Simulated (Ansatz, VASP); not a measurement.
# Two plane-wave programs on Tl

```
Tl
1.0
    -1.94100    1.94100    1.94100
     1.94100   -1.94100    1.94100
     1.94100    1.94100   -1.94100
Tl
1
Direct
  0.00000 0.00000 0.00000
```

Alike in both runs: task electric field gradients; functional LDA; k mesh 13 × 13 × 13; occupations fermi-dirac, width 0.05 eV; no spin polarisation.

```csv
,VASP,Ansatz
version,VASP 6.6.1,Ansatz 0.2.0
potentials or method,"VASP PAW LDA potentials, release 64 (Tl_d)","PAW with Ansatz's default frozen-core files, scalar-relativistic"
plane-wave cutoff (eV),520,420
valence electrons in the cell,13,13
```

|  | VASP | Ansatz | Ansatz less VASP |
| --- | --- | --- | --- |
| pressure (GPa) | -2.4 | -2.5 | -0.03 |

LDA's correlation is that of Perdew and Zunger in VASP and of Perdew and Wang (1992) in Ansatz.

Spin-orbit coupling is off throughout.
